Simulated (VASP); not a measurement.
Set up this calculation in VASP 6.6.1, as the native input.

```
Task                   : single point
Functional             : PBE
Potentials or basis    : VASP PAW PBE potentials, release 64 (B, C)
Cutoff                 : 520 eV
k mesh                 : 12 × 12 × 6
Occupations            : gaussian, width 0.1 eV
Spin                   : no spin polarisation
Dipole correction      : no
Further INCAR settings : ALGO = Normal; EDIFF = 1e-06; NBANDS = 20
```

The structure of B6C lies in POSCAR:

```
B6C
1.0
    2.8998592246      0.0000000000      0.0000000000
    0.0000000000      2.8998592246      0.0000000000
    0.0000000000      0.0000000000      5.7663391145
B C
6 1
Direct
    0.0000000000      0.5000000000      0.3032040211
    0.5000000000      0.0000000000      0.3032040211
    0.0000000000      0.5000000000      0.6967959789
    0.5000000000      0.0000000000      0.6967959789
    0.0000000000      0.0000000000      0.1477820639
    0.0000000000      0.0000000000      0.8522179361
    0.5000000000      0.5000000000      0.5000000000
```

These files were run (other wordings do the same):

INCAR

```
  PREC = Accurate
  ENCUT = 520
  EDIFF = 1E-6
  ISMEAR = 0
  SIGMA = 0.1
  LREAL = False
  LASPH = True
  NELM = 80
  ALGO = Normal
  ISIF = 2
  LWAVE = False
  LCHARG = False
  GGA = PE
  NBANDS = 20
```

KPOINTS

```
regular mesh
0
Gamma
  12 12 6
```

Potentials or basis: VASP PAW PBE potentials, release 64 (B, C).

Run with:

```console
$ cat potpaw_PBE.64/B/POTCAR potpaw_PBE.64/C/POTCAR > POTCAR
$ mpirun -np 1 vasp_std > vasp.out
```

It gave:

```yaml
Pressure: 0.1 GPa
Largest_force: 0.023 eV/Å
Band_gap_on_the_k_mesh: zero (bands 11 and 12 overlap by 0.76 eV)
```

Run time: 35 s on 1 thread of Intel(R) Xeon(R) 6975P-C (Granite Rapids), on a shared host, peak memory 0.22 GiB.
